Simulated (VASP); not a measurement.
# CdPd (P4/mmm) in VASP: single point with LDA

Aim: the single point of CdPd with LDA.

Everything below comes from runs of VASP 6.6.1. Logs are shortened: lines on timing, memory, paths and dates and some standing lists are left out, and cuts for length are marked.

**1. The cell of the first run**

Symmetry: P4/mmm, No. 123, tetragonal system. Conventional cell: a = 2.964 Å, b = 2.964 Å, c = 3.622 Å, α = 90.00°, β = 90.00°, γ = 90.00°. Cd (site symmetry 4/mmm) has 8 Pd at 2.77 Å and 6 Cd at 2.96 to 3.62 Å within 3.7 Å. Within 3.7 Å of Pd (site symmetry 4/mmm) lie 8 Cd at 2.77 Å and 6 Pd at 2.96 to 3.62 Å.

**2. Single point, LDA**

INCAR reads:

```
SYSTEM = CdPd
PREC = Accurate ; ENCUT = 630
EDIFF = 1E-6 ; ISMEAR = -1
SIGMA = 0.1 ; LREAL = .False.
LASPH = .True. ; NELM = 120
ALGO = Normal ; ISIF = 2
LWAVE = .False. ; LCHARG = .False.
NBANDS = 26 ; GGA_COMPAT = .False.
```

KPOINTS reads:

```
regular mesh
0
Gamma
  14 14 12
  0 0 0
```

POSCAR reads:

```
CdPd
1.0
    2.9643835521      0.0000000000      0.0000000000
    0.0000000000      2.9643835521      0.0000000000
    0.0000000000      0.0000000000      3.6224374426
Cd Pd
1 1
Direct
    0.0000000000      0.0000000000      0.0000000000
    0.5000000000      0.5000000000      0.5000000000
```

Potentials or basis: VASP PAW LDA potentials, release 64 (Cd_sv_GW, Pd_sv_GW).

Command:

```
cat potpaw_LDA.64/Cd_sv_GW/POTCAR potpaw_LDA.64/Pd_sv_GW/POTCAR > POTCAR
mpirun -np 1 vasp_std > vasp.out
```

OUTCAR:

```text
SYSTEM = CdPd
   PREC = Accurate
   ENCUT = 630
   EDIFF = 1E-6
   ISMEAR = -1
   LREAL = .False.
   LASPH = .True.
   NELM = 120
   ISIF = 2

 ion  position               nearest neighbor table
   1  0.000  0.000  0.000-
   2  0.500  0.500  0.500-

  LATTYP: Found a simple tetragonal cell.
 ALAT       =     2.9643835521
 C/A-ratio  =     1.2219867568

  Lattice vectors:

 A1 = (   2.9643835521,   0.0000000000,   0.0000000000)
 A2 = (   0.0000000000,   2.9643835521,   0.0000000000)
 A3 = (   0.0000000000,   0.0000000000,   3.6224374426)

Analysis of symmetry for initial positions (statically):
=====================================================================
 Subroutine PRICEL returns:
 Original cell was already a primitive cell.

 Routine SETGRP: Setting up the symmetry group for a
 simple tetragonal supercell.

 Subroutine GETGRP returns: Found 16 space group operations
 (whereof 16 operations were pure point group operations)
 out of a pool of 16 trial point group operations.

The static configuration has the point symmetry D_4h.

Analysis of symmetry for dynamics (positions and initial velocities):
=====================================================================
 Subroutine PRICEL returns:
 Original cell was already a primitive cell.

 Routine SETGRP: Setting up the symmetry group for a
 simple tetragonal supercell.

 Subroutine GETGRP returns: Found 16 space group operations
 (whereof 16 operations were pure point group operations)
 out of a pool of 16 trial point group operations.

The dynamic configuration has the point symmetry D_4h.

 Subroutine INISYM returns: Found 16 space group operations
 (whereof 16 operations are pure point group operations),
 and found     1 'primitive' translations

----------------------------------------------------------------------------------------

                                     Primitive cell

  volume of cell :      31.8324

  direct lattice vectors                    reciprocal lattice vectors
     2.964383552  0.000000000  0.000000000     0.337338264  0.000000000  0.000000000
     0.000000000  2.964383552  0.000000000     0.000000000  0.337338264  0.000000000
     0.000000000  0.000000000  3.622437443     0.000000000  0.000000000  0.276057217

[... 75 lines left out ...]
   ISTART =      0    job   : 0-new  1-cont  2-samecut
   ICHARG =      2    charge: 1-file 2-atom 10-const
   ISPIN  =      1    spin polarized calculation?
   LNONCOLLINEAR =      F non collinear calculations
   LSORBIT =      F    spin-orbit coupling
   LASPH  =      T    aspherical Exc in radial PAW
   ENCUT  =  630.0 eV  46.30 Ry    6.80 a.u.   6.07  6.07  7.41*2*pi/ulx,y,z
   NELM   =    120;   NELMIN=  2; NELMDL= -5     # of ELM steps
   EDIFF  = 0.1E-05   stopping-criterion for ELM
   LREAL  =      F    real-space projection
   EDIFFG = 0.1E-04   stopping-criterion for IOM
   NSW    =      0    number of steps for IOM
   IBRION =     -1    ionic relax: 0-MD 1-quasi-New 2-CG
   NFREE  =      0    steps in history (QN), initial steepest desc. (CG)
   ISIF   =      2    stress and relaxation
   ISYM   =      2    0-nonsym 1-usesym 2-fastsym
   POTIM  = 0.5000    time-step for ionic-motion
   TEBEG  =    0.0;   TEEND  =   0.0 temperature during run
   PSTRESS=    0.0 pullay stress
   NELECT =      38.0000    total number of electrons
   NUPDOWN=      -1.0000    fix difference up-down
   EMIN   =  10.00;   EMAX   =-10.00  energy-range for DOS
   EFERMI =   0.00;   METHOD = LEGACY
   ISMEAR =    -1;   SIGMA  =   0.10  broadening in eV -4-tet -1-fermi 0-gaus
   EFERMI_NEDOS =   21; number of points for ismear=-14 and -15
   IALGO  =     38    algorithm
   IMIX   =      4    mixing-type and parameters
     AMIX     =   0.40;   BMIX     =  1.00
     AMIX_MAG =   1.60;   BMIX_MAG =  1.00
  volume/ion in A,a.u.               =      15.92       107.41
  Fermi-wavevector in a.u.,A,eV,Ry     =   1.736652  3.281796 41.034629  3.015960
  Thomas-Fermi vector in A             =   2.810026
   LORBIT       =      0    0 simple, 1 ext, 2 COOP (PROOUT), +10 PAW based schemes
   GGA     = CA    functional components
   LHFCALC =     F    Hartree Fock is set to
   AEXX    =    0.0000 exact exchange contribution
   IVDW    =     0    specifies the selected vdW correction
   LEPSILON=     F    determine dielectric tensor
   LRPA    =     F    only Hartree local field effects (RPA)
 non-spin polarized calculation
  energy-cutoff  :      630.00
  volume of cell :       31.83
 maximum number of plane-waves:      1184
   NGX = 13   NGY = 13   NGZ = 15

 number of electron      38.0000011 magnetization

 Free energy of the ion-electron system (eV)
  ---------------------------------------------------
  ext. energy  EPLUGINS =         0.00000000
  ---------------------------------------------------
  free energy    TOTEN  =        -7.46938347 eV

  energy without entropy =       -7.45404296  energy(sigma->0) =       -7.46171321

 E-fermi :   8.4156     XC(G=0): -13.4344

 val. band max:        8.4154702349   @ k =   0.2143   0.0000   0.3333
 cond. band min:       8.4634104487   @ k =   0.2857   0.1429   0.4167
 fundamental gap:      0.0479402138
 Fermi energy:         8.4156195437

 k-point     1 :       0.0000    0.0000    0.0000
  band No.  band energies     occupation
      1     -93.5804      2.00000
      2     -75.4802      2.00000
      3     -54.9510      2.00000
      4     -54.9510      2.00000
      5     -54.9283      2.00000
      6     -41.5264      2.00000
[... 685 lines left out ...]
     25      21.7672      0.00000
     26      22.2252      0.00000

 [... further k-points ...]

------------------------ aborting loop because EDIFF is reached ----------------------------------------

  FORCE on cell =-STRESS in cart. coord.  units (eV):
  Direction    XX          YY          ZZ          XY          YZ          ZX
  --------------------------------------------------------------------------------------
  -------------------------------------------------------------------------------------
  Total        0.0426616      0.0426616      0.0427830      0.0000000      0.0000000      0.0000000
  in kB        2.1472253      2.1472253      2.1533386      0.0000000      0.0000000      0.0000000
  external PRESSURE =       2.1492631 kB  Pullay stress =       0.0000000 kB

 VOLUME and BASIS-vectors are now :
 -----------------------------------------------------------------------------
  energy-cutoff  :      630.00
  volume of cell :       31.83
      direct lattice vectors                 reciprocal lattice vectors
     2.964383552  0.000000000  0.000000000     0.337338264  0.000000000  0.000000000
     0.000000000  2.964383552  0.000000000     0.000000000  0.337338264  0.000000000
     0.000000000  0.000000000  3.622437443     0.000000000  0.000000000  0.276057217

 POSITION                                       TOTAL-FORCE (eV/Angst)
 -----------------------------------------------------------------------------------
      0.00000      0.00000      0.00000         0.000000      0.000000      0.000000
      1.48219      1.48219      1.81122         0.000000      0.000000      0.000000
 -----------------------------------------------------------------------------------
    total drift:                                0.000000      0.000000     -0.000000

  FREE ENERGIE OF THE ION-ELECTRON SYSTEM (eV)
  ---------------------------------------------------
  free  energy   TOTEN  =        -7.4693834687 eV

  energy  without entropy=       -7.4540429555  energy(sigma->0) =       -7.46171321
```

Run time: 2.8 min. Hardware: 1 thread of AMD EPYC 7R13 (Zen 3), shared host; peak memory 0.42 GiB.

Results:

```yaml
Free_energy: -7.4694 eV
Pressure: 0.2 GPa
Band_gap_on_the_k_mesh: zero (bands 19 and 20 overlap by 5.84 eV)
```

Levels at points of the mesh, in eV from the Fermi level:
```
           k point  band 15  band 16  band 17  band 18  band 19  band 20  band 21  band 22  band 23  band 24
(0.00, 0.00, 0.00)    -3.79    -3.31    -1.78    -1.78    -1.47     2.78     8.41     8.41     9.36    15.39
(0.50, 0.00, 0.00)    -3.72    -3.72    -3.45    -2.59    -2.05     0.34    10.28    10.36    10.62    11.77
(0.50, 0.50, 0.00)    -2.24    -2.24    -2.24    -0.81    -0.06    -0.06     5.20     5.86    10.48    11.25
(0.00, 0.00, 0.50)    -5.64    -4.09    -2.52    -2.52    -1.93    -1.58    13.26    13.26    14.13    14.19
(0.50, 0.00, 0.50)    -3.41    -2.03    -1.80    -1.54    -1.52    -0.87     3.42     4.00    13.85    14.29
(0.50, 0.50, 0.50)    -4.34    -4.34    -1.74    -0.80     4.07     5.78     5.78     5.79     5.79     6.38
```

The gap in the log of VASP goes by the Fermi energy; the results here count the filled bands.